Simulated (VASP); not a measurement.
# Ir (I4/mmm) in VASP: further runs

Runs on Ir. Level: PBE. Tasks: single point.

All numbers are computed with VASP 6.6.1; they aren't measurements. Logs are shortened: lines on timing, memory, paths and dates and some standing lists are left out, and cuts for length are marked.

## 1. The cell of the first run

Symmetry: I4/mmm, No. 139, tetragonal system. Conventional cell: a = 3.277 Å, b = 3.277 Å, c = 2.916 Å, α = 90.00°, β = 90.00°, γ = 90.00°. Within 3.6 Å of Ir (site symmetry 4/mmm) lie 14 Ir at 2.74 to 3.28 Å.

## 2. Single point, PBE (15.65 Å³/atom)

The input, INCAR:

```
SYSTEM = Ir
ALGO = Fast
EDIFF = 1E-6
ENCUT = 520
GGA = PE
ISIF = 2
ISMEAR = 0
LASPH = .TRUE.
LCHARG = .FALSE.
LREAL = .FALSE.
LWAVE = .FALSE.
NBANDS = 10
NELM = 100
PREC = Accurate
SIGMA = 0.15
```

The input, KPOINTS:

```
k-points
0
G
  22 22 22
  0 0 0
```

The input, POSCAR:

```
Ir
1.0
    0.0000000000      2.3170507168      1.4578883110
    2.3170507168      0.0000000000      1.4578883110
    2.3170507168      2.3170507168      0.0000000000
Ir
1
Direct
    0.0000000000      0.0000000000      0.0000000000
```

Potentials or basis: VASP PAW PBE potentials, release 64 (Ir).

Command:

```console
$ cat potpaw_PBE.64/Ir/POTCAR > POTCAR
$ mpirun -np 1 vasp_std > vasp.out
```

OUTCAR:

```text
SYSTEM = Ir
   EDIFF = 1E-6
   ENCUT = 520
   GGA = PE
   ISIF = 2
   ISMEAR = 0
   LASPH = .TRUE.
   LREAL = .FALSE.
   NELM = 100
   PREC = Accurate

 ion  position               nearest neighbor table
   1  0.000  0.000  0.000-

  LATTYP: Found a body centered tetragonal cell.
 ALAT       =     3.2768045484
 C/A-ratio  =     0.8898231734

  Lattice vectors:

 A1 = (   0.0000000000,  -2.3170507168,  -1.4578883110)
 A2 = (   0.0000000000,   2.3170507168,  -1.4578883110)
 A3 = (   2.3170507168,   0.0000000000,   1.4578883110)

Analysis of symmetry for initial positions (statically):
=====================================================================
 Subroutine PRICEL returns:
 Original cell was already a primitive cell.

 Routine SETGRP: Setting up the symmetry group for a
 body centered tetragonal supercell.

 Subroutine GETGRP returns: Found 16 space group operations
 (whereof 16 operations were pure point group operations)
 out of a pool of 16 trial point group operations.

The static configuration has the point symmetry D_4h.

Analysis of symmetry for dynamics (positions and initial velocities):
=====================================================================
 Subroutine PRICEL returns:
 Original cell was already a primitive cell.

 Routine SETGRP: Setting up the symmetry group for a
 body centered tetragonal supercell.

 Subroutine GETGRP returns: Found 16 space group operations
 (whereof 16 operations were pure point group operations)
 out of a pool of 16 trial point group operations.

The dynamic configuration has the point symmetry D_4h.

 Subroutine INISYM returns: Found 16 space group operations
 (whereof 16 operations are pure point group operations),
 and found     1 'primitive' translations

----------------------------------------------------------------------------------------

                                     Primitive cell

  volume of cell :      15.6540

  direct lattice vectors                    reciprocal lattice vectors
     0.000000000  2.317050717  1.457888311    -0.215791565  0.215791565  0.342961800
     2.317050717  0.000000000  1.457888311     0.215791565 -0.215791565  0.342961800
     2.317050717  2.317050717  0.000000000     0.215791565  0.215791565 -0.342961800

  length of vectors
     2.737546776  2.737546776  3.276804548     0.459080380  0.459080380  0.459080380

  position of ions in fractional coordinates (direct lattice)
     0.000000000  0.000000000  0.000000000

  ion indices of the primitive-cell ions
   primitive index   ion index
                 1           1

----------------------------------------------------------------------------------------

 KPOINTS: k-points

Automatic generation of k-mesh.
 Grid dimensions read from file:
 generate k-points for:   22   22   22

 Generating k-lattice:

  Cartesian coordinates                     Fractional coordinates (reciprocal lattice)
    -0.009808707  0.009808707  0.015589173     0.045454545  0.000000000  0.000000000
     0.009808707 -0.009808707  0.015589173     0.000000000  0.045454545  0.000000000
     0.009808707  0.009808707 -0.015589173    -0.000000000 -0.000000000  0.045454545

  Length of vectors
     0.020867290  0.020867290  0.020867290

  Shift w.r.t. Gamma in fractional coordinates (k-lattice)
     0.000000000  0.000000000  0.000000000

 Subroutine IBZKPT returns following result:
 ===========================================

 Found    834 irreducible k-points:

 Following reciprocal coordinates:
            Coordinates               Weight
  0.000000  0.000000  0.000000      1.000000
  0.045455  0.000000  0.000000      8.000000
  0.090909  0.000000  0.000000      8.000000
  0.136364  0.000000  0.000000      8.000000
  0.181818  0.000000  0.000000      8.000000
  0.227273  0.000000  0.000000      8.000000
[... 16 lines left out ...]
  0.500000  0.045455  0.000000      8.000000
 -0.454545  0.045455  0.000000      8.000000
 [... further k-points ...]
   k-points           NKPTS =    834   k-points in BZ     NKDIM =    834   number of bands    NBANDS=     10
   number of dos      NEDOS =    301   number of ions     NIONS =      1
   total plane-waves  NPLWV =   9600
   dimension x,y,z NGX =    20 NGY =   20 NGZ =   24
   dimension x,y,z NGXF=    40 NGYF=   40 NGZF=   48
   ions per type =               1
   NGX,Y,Z   is equivalent  to a cutoff of  12.15, 12.15, 12.18 a.u.
   NGXF,Y,Z  is equivalent  to a cutoff of  24.29, 24.29, 24.35 a.u.
 SYSTEM =  Ir
   PREC   = accura    normal or accurate (medium, high low for compatibility)
   ISTART =      0    job   : 0-new  1-cont  2-samecut
   ICHARG =      2    charge: 1-file 2-atom 10-const
   ISPIN  =      1    spin polarized calculation?
   LNONCOLLINEAR =      F non collinear calculations
   LSORBIT =      F    spin-orbit coupling
   LASPH  =      T    aspherical Exc in radial PAW
   ENCUT  =  520.0 eV  38.22 Ry    6.18 a.u.   5.09  5.09  6.09*2*pi/ulx,y,z
   NELM   =    100;   NELMIN=  2; NELMDL= -5     # of ELM steps
   EDIFF  = 0.1E-05   stopping-criterion for ELM
   LREAL  =      F    real-space projection
   EDIFFG = 0.1E-04   stopping-criterion for IOM
   NSW    =      0    number of steps for IOM
   IBRION =     -1    ionic relax: 0-MD 1-quasi-New 2-CG
   NFREE  =      0    steps in history (QN), initial steepest desc. (CG)
   ISIF   =      2    stress and relaxation
   ISYM   =      2    0-nonsym 1-usesym 2-fastsym
   POTIM  = 0.5000    time-step for ionic-motion
   TEBEG  =    0.0;   TEEND  =   0.0 temperature during run
   PSTRESS=    0.0 pullay stress
   NELECT =       9.0000    total number of electrons
   NUPDOWN=      -1.0000    fix difference up-down
   EMIN   =  10.00;   EMAX   =-10.00  energy-range for DOS
   EFERMI =   0.00;   METHOD = LEGACY
   ISMEAR =     0;   SIGMA  =   0.15  broadening in eV -4-tet -1-fermi 0-gaus
   EFERMI_NEDOS =   21; number of points for ismear=-14 and -15
   IALGO  =     68    algorithm
   IMIX   =      4    mixing-type and parameters
     AMIX     =   0.40;   BMIX     =  1.00
     AMIX_MAG =   1.60;   BMIX_MAG =  1.00
  volume/ion in A,a.u.               =      15.65       105.64
  Fermi-wavevector in a.u.,A,eV,Ry     =   1.361279  2.572445 25.212700  1.853081
  Thomas-Fermi vector in A             =   2.487869
   LORBIT       =      0    0 simple, 1 ext, 2 COOP (PROOUT), +10 PAW based schemes
   GGA     = PE    functional components
   LHFCALC =     F    Hartree Fock is set to
   AEXX    =    0.0000 exact exchange contribution
   IVDW    =     0    specifies the selected vdW correction
   LEPSILON=     F    determine dielectric tensor
   LRPA    =     F    only Hartree local field effects (RPA)
 non-spin polarized calculation
 RMM-DIIS sequential band-by-band and
 Gauss-broadening in eV      SIGMA  =   0.15
  energy-cutoff  :      520.00
  volume of cell :       15.65
 maximum number of plane-waves:       438
   NGX = 11   NGY = 11   NGZ = 13

 number of electron       9.0000000 magnetization

 Free energy of the ion-electron system (eV)
  ---------------------------------------------------
  ext. energy  EPLUGINS =         0.00000000
  ---------------------------------------------------
  free energy    TOTEN  =        -8.36865756 eV

  energy without entropy =       -8.34672260  energy(sigma->0) =       -8.35769008

 E-fermi :   8.4641     XC(G=0): -13.3735

 val. band max:        8.4628190677   @ k =  -0.0909   0.2727   0.2273
 cond. band min:       8.4643797881   @ k =   0.3182   0.0000   0.1818
 fundamental gap:      0.0015607204
 Fermi energy:         8.4640912610

 k-point     1 :       0.0000    0.0000    0.0000
  band No.  band energies     occupation
      1      -1.3184      2.00000
      2       4.6661      2.00000
      3       5.7814      2.00000
      4       5.7814      2.00000
      5       7.0064      2.00000
      6       8.7522      0.00660
      7      24.6797      0.00000
      8      24.6797      0.00000
      9      27.2973      0.00000
     10      35.0327      0.00000

 k-point     2 :       0.0455    0.0000    0.0000
  band No.  band energies     occupation
      1      -1.2257      2.00000
      2       4.6917      2.00000
      3       5.7660      2.00000
      4       5.7833      2.00000
      5       7.0212      2.00000
      6       8.7028      0.02441
      7      24.7964      0.00000
      8      24.8264      0.00000
      9      27.2692      0.00000
     10      33.6694      0.00000

 k-point     3 :       0.0909    0.0000    0.0000
  band No.  band energies     occupation
      1      -0.9524      2.00000
      2       4.7291      2.00000
      3       5.7093      2.00000
      4       5.8328      2.00000
      5       7.0776      2.00000
      6       8.5733      0.30322
      7      25.1054      0.00000
      8      25.2570      0.00000
      9      27.1167      0.00000
     10      32.3852      0.00000

 k-point     4 :       0.1364    0.0000    0.0000
  band No.  band energies     occupation
      1      -0.5151      2.00000
      2       4.6873      2.00000
      3       5.5963      2.00000
      4       6.0328      2.00000
      5       7.2001      2.00000
      6       8.4083      1.40144
      7      25.4576      0.00000
      8      25.9443      0.00000
      9      26.6856      0.00000
     10      31.5930      0.00000

 k-point     5 :       0.1818    0.0000    0.0000
  band No.  band energies     occupation
      1       0.0521      2.00000
      2       4.5317      2.00000
      3       5.4459      2.00000
      4       6.4316      2.00000
      5       7.4014      2.00000
      6       8.2524      1.95409
      7      25.3803      0.00000
      8      26.0923      0.00000
      9      26.8438      0.00000
     10      31.3635      0.00000

 k-point     6 :       0.2273    0.0000    0.0000
  band No.  band energies     occupation
      1       0.6845      2.00000
      2       4.3066      2.00000
      3       5.3360      2.00000
      4       6.9938      2.00000
      5       7.6722      2.00000
      6       8.1326      1.99822
      7      24.3718      0.00000
      8      25.5444      0.00000
      9      27.8772      0.00000
     10      30.8458      0.00000
[... 183 lines left out ...]
 k-point    21 :       0.4091    0.0455    0.0000
  band No.  band energies     occupation
      1       1.9320      2.00000
      2       3.5293      2.00000
      3       7.0040      2.00000
      4       8.2118      1.98264
      5       9.3680      0.00000
      6       9.7490      0.00000
      7      17.7343      0.00000
      8      21.8055      0.00000
      9      24.7231      0.00000
     10      31.8940      0.00000

 k-point    22 :       0.4545    0.0455    0.0000
  band No.  band energies     occupation
      1       1.9041      2.00000
      2       3.4446      2.00000
      3       7.3510      2.00000
      4       8.4289      1.25960
      5       9.7896      0.00000
      6      10.2344      0.00000
      7      16.4764      0.00000
      8      21.4509      0.00000
      9      23.9198      0.00000
     10      32.2908      0.00000

 k-point    23 :       0.5000    0.0455    0.0000
  band No.  band energies     occupation
      1       1.8918      2.00000
      2       3.4236      2.00000
      3       7.5445      2.00000
      4       8.3106      1.85221
      5      10.0089      0.00000
      6      10.4275      0.00000
      7      16.0697      0.00000
      8      21.3705      0.00000
      9      23.6081      0.00000
     10      32.7393      0.00000

 k-point    24 :      -0.4545    0.0455    0.0000
  band No.  band energies     occupation
      1       1.9096      2.00000
      2       3.4668      2.00000
      3       7.5588      2.00000
      4       7.9753      2.00000
      5       9.7041      0.00000
      6      10.2794      0.00000
      7      16.7232      0.00000
      8      21.5712      0.00000
      9      23.8356      0.00000
     10      32.4310      0.00000

 [... further k-points ...]
[... 5 lines left out ...]
  --------------------------------------------------------------------------------------
  -------------------------------------------------------------------------------------
  Total       -0.3174292     -0.3174292     -3.1773012      0.0000000      0.0000000      0.0000000
  in kB      -32.4886814    -32.4886814   -325.1948405      0.0000000      0.0000000      0.0000000
  external PRESSURE =    -130.0574011 kB  Pullay stress =       0.0000000 kB

 VOLUME and BASIS-vectors are now :
 -----------------------------------------------------------------------------
  energy-cutoff  :      520.00
  volume of cell :       15.65
      direct lattice vectors                 reciprocal lattice vectors
     0.000000000  2.317050717  1.457888311    -0.215791565  0.215791565  0.342961800
     2.317050717  0.000000000  1.457888311     0.215791565 -0.215791565  0.342961800
     2.317050717  2.317050717  0.000000000     0.215791565  0.215791565 -0.342961800

 POSITION                                       TOTAL-FORCE (eV/Angst)
 -----------------------------------------------------------------------------------
      0.00000      0.00000      0.00000         0.000000     -0.000000     -0.000000
 -----------------------------------------------------------------------------------
    total drift:                               -0.000000     -0.000000      0.000000

  FREE ENERGIE OF THE ION-ELECTRON SYSTEM (eV)
  ---------------------------------------------------
  free  energy   TOTEN  =        -8.3686575611 eV

  energy  without entropy=       -8.3467225976  energy(sigma->0) =       -8.35769008
```

Wall time 44 s (1 thread of Intel Xeon 6975P-C (Granite Rapids), shared host); peak memory 0.25 GiB.

What came out:

```
Free energy            : -8.3687 eV
Pressure               : -13.0 GPa
Band gap on the k mesh : zero (an odd number of electrons rules out a gap without spin polarisation)
```

Caveat: the cell stands under tension; spin-orbit coupling is left out, which moves the levels of the heavy elements.

(Part 1 of 2 ends here.)
